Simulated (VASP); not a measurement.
# Sc5S (P-3m1) in VASP: a series of runs

Sc5S is run at these levels: PBE; tasks: single point.

Everything below comes from runs of VASP 6.6.1. Logs are shortened: lines on timing, memory, paths and dates and some standing lists are left out, and cuts for length are marked.

## 1. The cell of the first run

The structure is trigonal, space group P-3m1 (No. 164). The conventional cell has a = 3.266 Å, b = 3.266 Å, c = 13.203 Å, α = 90.00°, β = 90.00°, γ = 120.00°. Sc (site symmetry 3m) has 3 S at 2.49 Å and 9 Sc at 3.15 to 3.27 Å within 3.3 Å. Within 4.1 Å of Sc (site symmetry 3m) lie 12 Sc at 3.10 to 3.27 Å. Sc (site symmetry -3m) has 12 Sc at 3.10 to 3.27 Å within 4.1 Å. Within 3.3 Å of S (site symmetry -3m) lie 6 Sc at 2.49 Å and 6 S at 3.27 Å.

## 2. Single point, PBE (20.33 Å³/atom)

INCAR

```
SYSTEM = Sc5S
PREC = Accurate
ENCUT = 520
EDIFF = 1E-7
ISMEAR = 0
SIGMA = 0.1
LREAL = .FALSE.
LASPH = .TRUE.
NELM = 60
ALGO = Normal
ISIF = 2
LWAVE = .FALSE.
LCHARG = .TRUE.
GGA = PE
LELF = .TRUE.
LVHAR = .TRUE.
NBANDS = 40
```

KPOINTS

```
regular mesh
0
G
  12 12 4
  0 0 0
```

POSCAR

```
Sc5S
1.0
    3.2660402686      0.0000000000      0.0000000000
   -1.6330201343      2.8284738424      0.0000000000
    0.0000000000      0.0000000000     13.2025325347
Sc S
5 1
Direct
    0.6666666667      0.3333333333      0.8773072954
    0.3333333333      0.6666666667      0.1226927046
    0.3333333333      0.6666666667      0.6866510672
    0.6666666667      0.3333333333      0.3133489328
    0.0000000000      0.0000000000      0.5000000000
    0.0000000000      0.0000000000      0.0000000000
```

Potentials or basis: VASP PAW PBE potentials, release 64 (Sc_sv, S).

On the command line:

```console
cat potpaw_PBE.64/Sc_sv/POTCAR potpaw_PBE.64/S/POTCAR > POTCAR
mpirun -np 1 vasp_std > vasp.out
```

OUTCAR:

```text
SYSTEM = Sc5S
   PREC = Accurate
   ENCUT = 520
   EDIFF = 1E-7
   ISMEAR = 0
   LREAL = .FALSE.
   LASPH = .TRUE.
   NELM = 60
   ISIF = 2
   GGA = PE

 ion  position               nearest neighbor table
   1  0.667  0.333  0.877-   6 2.49   6 2.49   6 2.49   3 3.15   3 3.15   3 3.15
   2  0.333  0.667  0.123-   6 2.49   6 2.49   6 2.49   4 3.15   4 3.15   4 3.15
   3  0.333  0.667  0.687-   5 3.10   5 3.10   5 3.10   1 3.15   1 3.15   1 3.15
   4  0.667  0.333  0.313-   5 3.10   5 3.10   5 3.10   2 3.15   2 3.15   2 3.15
   5  0.000  0.000  0.500-   3 3.10   4 3.10   4 3.10   3 3.10   4 3.10   3 3.10
   6  0.000  0.000  0.000-   1 2.49   2 2.49   1 2.49   2 2.49   1 2.49   2 2.49

  LATTYP: Found a hexagonal cell.
 ALAT       =     3.2660402686
 C/A-ratio  =     4.0423667343

  Lattice vectors:

 A1 = (   3.2660402686,   0.0000000000,   0.0000000000)
 A2 = (  -1.6330201343,   2.8284738424,   0.0000000000)
 A3 = (   0.0000000000,   0.0000000000,  13.2025325347)

Analysis of symmetry for initial positions (statically):
=====================================================================
 Subroutine PRICEL returns:
 Original cell was already a primitive cell.

 Routine SETGRP: Setting up the symmetry group for a
 hexagonal supercell.

 Subroutine GETGRP returns: Found 12 space group operations
 (whereof 12 operations were pure point group operations)
 out of a pool of 24 trial point group operations.

The static configuration has the point symmetry D_3d.

Analysis of symmetry for dynamics (positions and initial velocities):
=====================================================================
 Subroutine PRICEL returns:
 Original cell was already a primitive cell.

 Routine SETGRP: Setting up the symmetry group for a
 hexagonal supercell.

 Subroutine GETGRP returns: Found 12 space group operations
 (whereof 12 operations were pure point group operations)
 out of a pool of 24 trial point group operations.

The dynamic configuration has the point symmetry D_3d.

 Subroutine INISYM returns: Found 12 space group operations
 (whereof 12 operations are pure point group operations),
 and found     1 'primitive' translations

----------------------------------------------------------------------------------------

                                     Primitive cell

  volume of cell :     121.9638

  direct lattice vectors                    reciprocal lattice vectors
     3.266040269  0.000000000  0.000000000     0.306181161  0.176773775  0.000000000
    -1.633020134  2.828473842  0.000000000     0.000000000  0.353547551  0.000000000
     0.000000000  0.000000000 13.202532535     0.000000000  0.000000000  0.075743044

  length of vectors
     3.266040269  3.266040269 13.202532535     0.353547551  0.353547551  0.075743044

  position of ions in fractional coordinates (direct lattice)
     0.666666667  0.333333333  0.877307295
     0.333333333  0.666666667  0.122692705
     0.333333333  0.666666667  0.686651067
     0.666666667  0.333333333  0.313348933
     0.000000000  0.000000000  0.500000000
     0.000000000  0.000000000  0.000000000

  ion indices of the primitive-cell ions
   primitive index   ion index
                 1           1
                 2           2
                 3           3
                 4           4
                 5           5
                 6           6

----------------------------------------------------------------------------------------

 KPOINTS: regular mesh

Automatic generation of k-mesh.
 Grid dimensions read from file:
 generate k-points for:   12   12    4

 Generating k-lattice:

  Cartesian coordinates                     Fractional coordinates (reciprocal lattice)
     0.025515097  0.014731148  0.000000000     0.083333333  0.000000000  0.000000000
     0.000000000  0.029462296  0.000000000     0.000000000  0.083333333  0.000000000
     0.000000000  0.000000000  0.018935761     0.000000000  0.000000000  0.250000000

  Length of vectors
     0.029462296  0.029462296  0.018935761

  Shift w.r.t. Gamma in fractional coordinates (k-lattice)
     0.000000000  0.000000000  0.000000000

 Subroutine IBZKPT returns following result:
 ===========================================

 Found     69 irreducible k-points:

 Following reciprocal coordinates:
            Coordinates               Weight
  0.000000  0.000000  0.000000      1.000000
  0.083333 -0.000000  0.000000      6.000000
  0.166667  0.000000  0.000000      6.000000
  0.250000 -0.000000  0.000000      6.000000
  0.333333 -0.000000  0.000000      6.000000
  0.416667  0.000000  0.000000      6.000000
[... 16 lines left out ...]
  0.166667  0.000000  0.250000      6.000000
  0.000000  0.166667  0.250000      6.000000
 [... further k-points ...]
   k-points           NKPTS =     69   k-points in BZ     NKDIM =     69   number of bands    NBANDS=     40
   number of dos      NEDOS =    301   number of ions     NIONS =      6
   total plane-waves  NPLWV =  56448
   dimension x,y,z NGX =    24 NGY =   24 NGZ =   98
   dimension x,y,z NGXF=    48 NGYF=   48 NGZF=  196
   ions per type =               5   1
   NGX,Y,Z   is equivalent  to a cutoff of  12.22, 12.22, 12.34 a.u.
   NGXF,Y,Z  is equivalent  to a cutoff of  24.43, 24.43, 24.68 a.u.
 SYSTEM =  Sc5S
   PREC   = accura    normal or accurate (medium, high low for compatibility)
   ISTART =      0    job   : 0-new  1-cont  2-samecut
   ICHARG =      2    charge: 1-file 2-atom 10-const
   ISPIN  =      1    spin polarized calculation?
   LNONCOLLINEAR =      F non collinear calculations
   LSORBIT =      F    spin-orbit coupling
   LASPH  =      T    aspherical Exc in radial PAW
   ENCUT  =  520.0 eV  38.22 Ry    6.18 a.u.   6.07  6.07 24.55*2*pi/ulx,y,z
   NELM   =     60;   NELMIN=  2; NELMDL= -5     # of ELM steps
   EDIFF  = 0.1E-06   stopping-criterion for ELM
   LREAL  =      F    real-space projection
   EDIFFG = 0.1E-05   stopping-criterion for IOM
   NSW    =      0    number of steps for IOM
   IBRION =     -1    ionic relax: 0-MD 1-quasi-New 2-CG
   NFREE  =      0    steps in history (QN), initial steepest desc. (CG)
   ISIF   =      2    stress and relaxation
   ISYM   =      2    0-nonsym 1-usesym 2-fastsym
   POTIM  = 0.5000    time-step for ionic-motion
   TEBEG  =    0.0;   TEEND  =   0.0 temperature during run
   PSTRESS=    0.0 pullay stress
   NELECT =      61.0000    total number of electrons
   NUPDOWN=      -1.0000    fix difference up-down
   EMIN   =  10.00;   EMAX   =-10.00  energy-range for DOS
   EFERMI =   0.00;   METHOD = LEGACY
   ISMEAR =     0;   SIGMA  =   0.10  broadening in eV -4-tet -1-fermi 0-gaus
   EFERMI_NEDOS =   21; number of points for ismear=-14 and -15
   IALGO  =     38    algorithm
   IMIX   =      4    mixing-type and parameters
     AMIX     =   0.40;   BMIX     =  1.00
     AMIX_MAG =   1.60;   BMIX_MAG =  1.00
  volume/ion in A,a.u.               =      20.33       137.18
  Fermi-wavevector in a.u.,A,eV,Ry     =   1.299495  2.455689 22.975969  1.688686
  Thomas-Fermi vector in A             =   2.430755
   LORBIT       =      0    0 simple, 1 ext, 2 COOP (PROOUT), +10 PAW based schemes
   GGA     = PE    functional components
   LHFCALC =     F    Hartree Fock is set to
   AEXX    =    0.0000 exact exchange contribution
   IVDW    =     0    specifies the selected vdW correction
   LEPSILON=     F    determine dielectric tensor
   LRPA    =     F    only Hartree local field effects (RPA)
 non-spin polarized calculation
 Gauss-broadening in eV      SIGMA  =   0.10
  energy-cutoff  :      520.00
  volume of cell :      121.96
 maximum number of plane-waves:      3330
   NGX = 13   NGY = 13   NGZ = 49

 number of electron      61.0000010 magnetization

 Free energy of the ion-electron system (eV)
  ---------------------------------------------------
  ext. energy  EPLUGINS =         0.00000000
  ---------------------------------------------------
  free energy    TOTEN  =       -38.29593524 eV

  energy without entropy =      -38.25971305  energy(sigma->0) =      -38.27782414

 E-fermi :   5.1926     XC(G=0): -10.5151

 val. band max:        5.1698967359   @ k =   0.0000   0.0000   0.2500
 cond. band min:       5.2028632407   @ k =   0.3333   0.2500   0.2500
 fundamental gap:      0.0329665048
 Fermi energy:         5.1925684078

 k-point     1 :       0.0000    0.0000    0.0000
  band No.  band energies     occupation
      1     -44.1363      2.00000
      2     -44.1282      2.00000
      3     -44.0272      2.00000
      4     -43.9804      2.00000
      5     -43.9479      2.00000
      6     -23.0097      2.00000
[... 32 lines left out ...]
     39       6.9397      0.00000
     40       7.0858      0.00000

 k-point     2 :       0.0833   -0.0000    0.0000
  band No.  band energies     occupation
      1     -44.1331      2.00000
      2     -44.1253      2.00000
      3     -44.0235      2.00000
      4     -43.9779      2.00000
      5     -43.9465      2.00000
      6     -23.0016      2.00000
[... 32 lines left out ...]
     39       7.0204      0.00000
     40       7.0468      0.00000

 k-point     3 :       0.1667    0.0000    0.0000
  band No.  band energies     occupation
      1     -44.1241      2.00000
      2     -44.1171      2.00000
      3     -44.0131      2.00000
      4     -43.9712      2.00000
      5     -43.9428      2.00000
      6     -22.9796      2.00000
[... 32 lines left out ...]
     39       7.1082      0.00000
     40       7.1711      0.00000

 k-point     4 :       0.2500   -0.0000    0.0000
  band No.  band energies     occupation
      1     -44.1118      2.00000
      2     -44.1060      2.00000
      3     -43.9983      2.00000
      4     -43.9620      2.00000
      5     -43.9385      2.00000
      6     -22.9522      2.00000
[... 32 lines left out ...]
     39       7.2960      0.00000
     40       7.4005      0.00000
[... 772 lines left out ...]
     39       6.9746      0.00000
     40       7.0666      0.00000

 k-point    23 :       0.1667    0.0000    0.2500
  band No.  band energies     occupation
      1     -44.1240      2.00000
      2     -44.1172      2.00000
      3     -44.0131      2.00000
      4     -43.9713      2.00000
      5     -43.9428      2.00000
      6     -22.9864      2.00000
[... 32 lines left out ...]
     39       6.9935      0.00000
     40       7.2321      0.00000

 k-point    24 :       0.0000    0.1667    0.2500
  band No.  band energies     occupation
      1     -44.1240      2.00000
      2     -44.1172      2.00000
      3     -44.0131      2.00000
      4     -43.9712      2.00000
      5     -43.9428      2.00000
      6     -22.9841      2.00000
[... 32 lines left out ...]
     39       7.0794      0.00000
     40       7.2465      0.00000

 [... further k-points ...]
[... 5 lines left out ...]
  --------------------------------------------------------------------------------------
  -------------------------------------------------------------------------------------
  Total        7.1749079      7.1749079      7.2485238     -0.0000000      0.0000000      0.0000000
  in kB       94.2531698     94.2531698     95.2202249     -0.0000000      0.0000000      0.0000000
  external PRESSURE =      94.5755215 kB  Pullay stress =       0.0000000 kB

 VOLUME and BASIS-vectors are now :
 -----------------------------------------------------------------------------
  energy-cutoff  :      520.00
  volume of cell :      121.96
      direct lattice vectors                 reciprocal lattice vectors
     3.266040269  0.000000000  0.000000000     0.306181161  0.176773775  0.000000000
    -1.633020134  2.828473842  0.000000000     0.000000000  0.353547551  0.000000000
     0.000000000  0.000000000 13.202532535     0.000000000  0.000000000  0.075743044

 POSITION                                       TOTAL-FORCE (eV/Angst)
 -----------------------------------------------------------------------------------
      1.63302      0.94282     11.58268        -0.000000     -0.000000     -0.040103
     -0.00000      1.88565      1.61985         0.000000      0.000000      0.040103
     -0.00000      1.88565      9.06553        -0.000000     -0.000000     -0.000054
      1.63302      0.94282      4.13700         0.000000      0.000000      0.000054
      0.00000      0.00000      6.60127         0.000000      0.000000     -0.000000
      0.00000      0.00000      0.00000         0.000000      0.000000     -0.000000
 -----------------------------------------------------------------------------------
    total drift:                               -0.000000      0.000000      0.000000

  FREE ENERGIE OF THE ION-ELECTRON SYSTEM (eV)
  ---------------------------------------------------
  free  energy   TOTEN  =       -38.2959352428 eV

  energy  without entropy=      -38.2597130457  energy(sigma->0) =      -38.27782414
```

It took 3.3 min on 1 thread of Intel Xeon 6975P-C (Granite Rapids), shared host; peak memory 0.39 GiB.

Results:

```
Free energy            : -38.2959 eV
Pressure               : 9.5 GPa
Largest force          : 0.040 eV/Å
Band gap on the k mesh : zero (an odd number of electrons rules out a gap without spin polarisation)
```

Forces in eV/Å, atoms in the order of the input:
```
Sc   0.000  0.000 -0.040
Sc   0.000  0.000  0.040
Sc   0.000  0.000  0.000
Sc   0.000  0.000  0.000
Sc   0.000  0.000  0.000
S    0.000  0.000  0.000
```

Stress tensor (GPa, compression positive):
```
9.43 0.00 0.00
0.00 9.43 0.00
0.00 0.00 9.52
```

Caveat: the cell stands under pressure.

## 3. Single point, PBE

This run uses another cell than the first one, of 23.10 Å³/atom.

INCAR

```
SYSTEM = Sc5S
PREC     = Accurate       ! precision mode
ENCUT    = 520            ! plane-wave cutoff, eV
EDIFF    = 1E-7           ! SCF threshold, eV
ISMEAR   = 0              ! smearing method
SIGMA    = 0.1            ! smearing width, eV
LREAL    = .False.        ! projectors in reciprocal space
LASPH    = .True.         ! aspherical terms in the spheres
NELM     = 100            ! most SCF steps
ALGO     = Normal         ! electronic algorithm
ISIF     = 2              ! what is computed and relaxed
LWAVE    = .False.        ! write WAVECAR
LCHARG   = .True.         ! write CHGCAR
GGA      = PE             ! functional
LELF     = .True.         ! ELF
LVHAR    = .True.       
NBANDS   = 40             ! bands
```

KPOINTS

```
regular mesh
0
Gamma
  12 12 4
  0 0 0
```

POSCAR

```
Sc5S
1.0
    3.4079977961      0.0000000000      0.0000000000
   -1.7039988980      2.9514126674      0.0000000000
    0.0000000000      0.0000000000     13.7790423155
Sc S
5 1
Direct
    0.6666666667      0.3333333333      0.8828406300
    0.3333333333      0.6666666667      0.1171593700
    0.3333333333      0.6666666667      0.6897394913
    0.6666666667      0.3333333333      0.3102605087
    0.0000000000      0.0000000000      0.5000000000
    0.0000000000      0.0000000000      0.0000000000
```

Potentials or basis: VASP PAW PBE potentials, release 64 (Sc_sv, S).

On the command line:

```console
cat potpaw_PBE.64/Sc_sv/POTCAR potpaw_PBE.64/S/POTCAR > POTCAR
mpirun -np 1 vasp_std > vasp.out
```

Run time: 4.8 min. Hardware: 1 thread of Intel Xeon 6975P-C (Granite Rapids), shared host; peak memory 0.46 GiB.

It converged, with:

```
Free energy            : -38.7538 eV
Pressure               : 0.1 GPa
Largest force          : 0.033 eV/Å
Band gap on the k mesh : zero (an odd number of electrons rules out a gap without spin polarisation)
```

Forces in eV/Å, atoms in the order of the input:
```
Sc   0.000  0.000 -0.033
Sc   0.000  0.000  0.033
Sc   0.000  0.000  0.002
Sc   0.000  0.000 -0.002
Sc   0.000  0.000  0.000
S    0.000  0.000  0.000
```

Levels at points of the mesh, in eV from the Fermi level:
| k point | band 28 | band 29 | band 30 | band 31 | band 32 | band 33 | band 34 | band 35 |
| --- | --- | --- | --- | --- | --- | --- | --- | --- |
| (0.00, 0.00, 0.00) | -1.31 | -0.17 | 0.52 | 0.75 | 0.99 | 0.99 | 1.27 | 1.27 |
| (0.50, 0.00, 0.00) | -1.23 | -0.51 | -0.37 | -0.23 | -0.06 | 0.33 | 0.59 | 1.28 |
| (0.00, 0.00, 0.50) | -1.59 | -0.11 | 0.39 | 1.00 | 1.00 | 1.03 | 1.30 | 1.36 |
| (0.50, 0.00, 0.50) | -1.28 | -0.46 | -0.44 | -0.27 | -0.06 | 0.43 | 0.74 | 1.04 |

The gap in the log of VASP goes by the Fermi energy; the results here count the filled bands.